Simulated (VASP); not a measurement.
# GaP (R-3m) in VASP: notebook, part 2 of 2

VASP 6.6.1.

## 3. Single point, PBEsol

This run uses another cell than the first one, of 20.18 Å³/atom, 1.021 times its volume.

INCAR

```
SYSTEM = GaP
ALGO = Normal
EDIFF = 1E-6
ENCUT = 520
GGA = PS
ISIF = 2
ISMEAR = -1
LASPH = .True.
LCHARG = .True.
LELF = .True.
LREAL = .False.
LVHAR = .True.
LWAVE = .False.
NBANDS = 26
NELM = 60
PREC = Accurate
SIGMA = 0.05
```

KPOINTS

```
k-points
0
Gamma
  8 8 8
  0 0 0
```

POSCAR

```
GaP
1.0
    1.9167549946      1.1066390121      6.3438966068
   -1.9167549946      1.1066390121      6.3438966068
    0.0000000000     -2.2132780241      6.3438966068
Ga P
2 2
Direct
    0.5646280000      0.5646280000      0.5646280000
    0.4353720000      0.4353720000      0.4353720000
    0.9426110000      0.9426110000      0.9426110000
    0.0573890000      0.0573890000      0.0573890000
```

Potentials or basis: VASP PAW PBE potentials, release 64 (Ga_d, P).

Command:

```sh
$ cat potpaw_PBE.64/Ga_d/POTCAR potpaw_PBE.64/P/POTCAR > POTCAR
$ mpirun -np 1 vasp_std > vasp.out
```

OUTCAR:

```text
SYSTEM = GaP
   EDIFF = 1E-6
   ENCUT = 520
   GGA = PS
   ISIF = 2
   ISMEAR = -1
   LASPH = .True.
   LREAL = .False.
   NELM = 60
   PREC = Accurate

 ion  position               nearest neighbor table
   1  0.565  0.565  0.565-   3 2.37   3 2.37   3 2.37   2 2.46
   2  0.435  0.435  0.435-   4 2.37   4 2.37   4 2.37   1 2.46
   3  0.943  0.943  0.943-   4 2.18   1 2.37   1 2.37   1 2.37
   4  0.057  0.057  0.057-   3 2.18   2 2.37   2 2.37   2 2.37

  LATTYP: Found a trigonal (rhomboedric) cell.
 ALAT       =     6.7189004882
 COS(alpha) =     0.8372328403

  Lattice vectors:

 A1 = (   1.9167549946,   1.1066390121,   6.3438966068)
 A2 = (  -1.9167549946,   1.1066390121,   6.3438966068)
 A3 = (   0.0000000000,  -2.2132780241,   6.3438966068)

Analysis of symmetry for initial positions (statically):
=====================================================================
 Subroutine PRICEL returns:
 Original cell was already a primitive cell.

 Routine SETGRP: Setting up the symmetry group for a
 trigonal (rhombohedral) supercell.

 Subroutine GETGRP returns: Found 12 space group operations
 (whereof 12 operations were pure point group operations)
[... 169 lines left out ...]

 val. band max:        4.9388303248   @ k =   0.0000   0.0000   0.0000
 cond. band min:       5.6789954047   @ k =   0.5000   0.5000   0.0000
 fundamental gap:      0.7401650798
 Fermi energy:         5.3148899276

 k-point     1 :       0.0000    0.0000    0.0000
  band No.  band energies     occupation
      1      -9.8871      2.00000
      2      -9.7456      2.00000
      3      -9.7456      2.00000
      4      -9.7299      2.00000
      5      -9.7299      2.00000
      6      -9.6711      2.00000
[... 685 lines left out ...]
     25      10.7908      0.00000
     26      12.0631      0.00000

 [... further k-points ...]

------------------------ aborting loop because EDIFF is reached ----------------------------------------

  FORCE on cell =-STRESS in cart. coord.  units (eV):
  Direction    XX          YY          ZZ          XY          YZ          ZX
  --------------------------------------------------------------------------------------
  -------------------------------------------------------------------------------------
  Total       -0.0982709     -0.0982709      0.3772727      0.0000000      0.0000000      0.0000000
  in kB       -1.9500947     -1.9500947      7.4866238      0.0000000      0.0000000      0.0000000
  external PRESSURE =       1.1954782 kB  Pullay stress =       0.0000000 kB

 VOLUME and BASIS-vectors are now :
 -----------------------------------------------------------------------------
  energy-cutoff  :      520.00
  volume of cell :       80.74
      direct lattice vectors                 reciprocal lattice vectors
     1.916754995  1.106639012  6.343896607     0.260857544  0.150606173  0.052543942
    -1.916754995  1.106639012  6.343896607    -0.260857544  0.150606173  0.052543942
     0.000000000 -2.213278024  6.343896607     0.000000000 -0.301212346  0.052543942

 POSITION                                       TOTAL-FORCE (eV/Angst)
 -----------------------------------------------------------------------------------
      0.00000      0.00000     10.74582         0.000000     -0.000000     -0.099247
      0.00000      0.00000      8.28586         0.000000      0.000000      0.099247
      0.00000      0.00000     17.93948         0.000000     -0.000000     -0.201440
      0.00000      0.00000      1.09221         0.000000      0.000000      0.201440
 -----------------------------------------------------------------------------------
    total drift:                                0.000000     -0.000000      0.000000

  FREE ENERGIE OF THE ION-ELECTRON SYSTEM (eV)
  ---------------------------------------------------
  free  energy   TOTEN  =       -19.3295407816 eV

  energy  without entropy=      -19.3295328255  energy(sigma->0) =      -19.32953680
```

OSZICAR:

```text
N       E                     dE             d eps       ncg     rms          rms(c)
DAV:   1     0.231445079208E+03    0.23145E+03   -0.17037E+04  3418   0.203E+03
DAV:   2     0.740122920915E+01   -0.22404E+03   -0.21562E+03  3644   0.430E+02
DAV:   3    -0.188399144586E+02   -0.26241E+02   -0.25890E+02  4244   0.120E+02
DAV:   4    -0.196909665874E+02   -0.85105E+00   -0.84797E+00  3970   0.219E+01
DAV:   5    -0.197149588617E+02   -0.23992E-01   -0.23961E-01  4622   0.342E+00    0.650E+00
DAV:   6    -0.194108065236E+02    0.30415E+00   -0.37650E-01  4806   0.104E+01    0.385E+00
DAV:   7    -0.193302478097E+02    0.80559E-01   -0.26052E-01  4090   0.334E+00    0.823E-01
DAV:   8    -0.193293446597E+02    0.90315E-03   -0.33853E-02  4002   0.208E+00    0.265E-01
DAV:   9    -0.193294522380E+02   -0.10758E-03   -0.31461E-03  4328   0.533E-01    0.920E-02
DAV:  10    -0.193294866867E+02   -0.34449E-04   -0.44695E-04  4314   0.157E-01    0.306E-02
DAV:  11    -0.193295367059E+02   -0.50019E-04   -0.52347E-05  3718   0.596E-02    0.162E-02
DAV:  12    -0.193295405714E+02   -0.38655E-05   -0.68257E-06  4352   0.223E-02    0.814E-03
DAV:  13    -0.193295407816E+02   -0.21018E-06   -0.67177E-07  2620   0.786E-03
   1 F= -.19329541E+02 E0= -.19329537E+02  d E =-.795608E-05
```

Wall time 2.6 min (1 thread of Intel Xeon 6975P-C (Granite Rapids), shared host); peak memory 0.4 GiB.

Results:

- Free energy: -19.3295 eV
- Pressure: 0.1 GPa
- Largest force: 0.201 eV/Å
- Band gap on the k mesh: 0.74 eV, indirect (least direct gap 1.09 eV)

Forces in eV/Å, atoms in the order of the input:
```
Ga   0.000  0.000 -0.099
Ga   0.000  0.000  0.099
P    0.000  0.000 -0.201
P    0.000  0.000  0.201
```

Stress tensor (GPa, compression positive):
```
-0.20  0.00  0.00
 0.00 -0.20  0.00
 0.00  0.00  0.75
```

Caveat: the PAW data sets were made with another functional, which shifts forces and pressure a little. A k mesh can miss the band edges.

## 4. Single point, PBEsol

This run uses another cell than the first one, of 20.61 Å³/atom, 1.043 times its volume.

INCAR

```
SYSTEM = GaP
PREC = Accurate
ENCUT = 520
EDIFF = 1E-6
ISMEAR = -1
SIGMA = 0.05
LREAL = .FALSE.
LASPH = .TRUE.
NELM = 100
ALGO = Normal
ISIF = 2
LWAVE = .FALSE.
LCHARG = .TRUE.
GGA = PS
LELF = .TRUE.
LVHAR = .TRUE.
NBANDS = 26
```

KPOINTS

```
regular mesh
0
G
  8 8 8
  0 0 0
```

POSCAR

```
GaP
1.0
    1.9299744123      1.1142712464      6.3876490005
   -1.9299744123      1.1142712464      6.3876490005
    0.0000000000     -2.2285424929      6.3876490005
Ga P
2 2
Direct
    0.5646280000      0.5646280000      0.5646280000
    0.4353720000      0.4353720000      0.4353720000
    0.9426110000      0.9426110000      0.9426110000
    0.0573890000      0.0573890000      0.0573890000
```

Command:

```sh
$ cat potpaw_PBE.64/Ga_d/POTCAR potpaw_PBE.64/P/POTCAR > POTCAR
$ mpirun -np 1 vasp_std > vasp.out
```

Run time: 2.7 min. Hardware: 1 thread of Intel Xeon 6975P-C (Granite Rapids), shared host; peak memory 0.4 GiB.

Results (log left out):

| Quantity | Value |
| --- | --- |
| Free energy | -19.3226 eV |
| Pressure | -1.5 GPa |
| Largest force | 0.142 eV/Å |
| Band gap on the k mesh | 0.74 eV, indirect (least direct gap 1.05 eV) |

Forces in eV/Å, atoms in the order of the input:
```
Ga   0.000  0.000 -0.072
Ga   0.000  0.000  0.072
P    0.000  0.000 -0.142
P    0.000  0.000  0.142
```

Stress tensor (GPa, compression positive):
```
-1.66  0.00  0.00
 0.00 -1.66  0.00
 0.00  0.00 -1.02
```

Levels at points of the mesh, in eV from the valence-band top:
| k point | band 14 | band 15 | band 16 | band 17 | band 18 | band 19 | band 20 | band 21 | band 22 | band 23 |
| --- | --- | --- | --- | --- | --- | --- | --- | --- | --- | --- |
| (0.00, 0.00, 0.00) | -1.84 | -1.84 | -0.26 | 0.00 | 0.00 | 1.05 | 1.62 | 2.72 | 3.63 | 3.63 |
| (0.50, 0.00, 0.00) | -5.66 | -4.58 | -2.91 | -2.76 | -1.80 | 1.51 | 2.62 | 3.63 | 4.40 | 6.20 |
| (0.50, 0.50, 0.00) | -6.90 | -3.88 | -3.19 | -1.25 | -0.53 | 0.74 | 1.34 | 1.48 | 3.97 | 4.06 |
| (0.50, 0.50, 0.50) | -3.76 | -1.75 | -1.75 | -0.26 | -0.26 | 1.08 | 2.36 | 3.80 | 3.80 | 5.00 |

Caveat: the PAW data sets were made with another functional, which shifts forces and pressure a little. Expect the measured gap to be larger: semilocal functionals such as PBEsol lack the derivative discontinuity.

## 5. The runs side by side

| cell | gap on the mesh (eV) | pressure (GPa) | largest force (eV/Å) |
| --- | --- | --- | --- |
| a = 6.672 Å, angles 33.2°, 4 atoms | 0.73 | 1.9 | 0.27 |
| a = 6.719 Å, angles 33.2°, 4 atoms | 0.74 | 0.1 | 0.20 |
| a = 6.765 Å, angles 33.2°, 4 atoms | 0.74 | -1.5 | 0.14 |

Alike in all rows: task single point; level PBEsol; potentials or basis VASP PAW PBE potentials, release 64 (Ga_d, P); no spin polarisation; k mesh 8 × 8 × 8; cutoff (eV) 520; smearing fermi-dirac 0.05 eV.

Caveats: the PAW data sets were made with another functional, which shifts forces and pressure a little.

Total energies depend on the potentials used, so only differences within one code and one set of settings carry meaning.
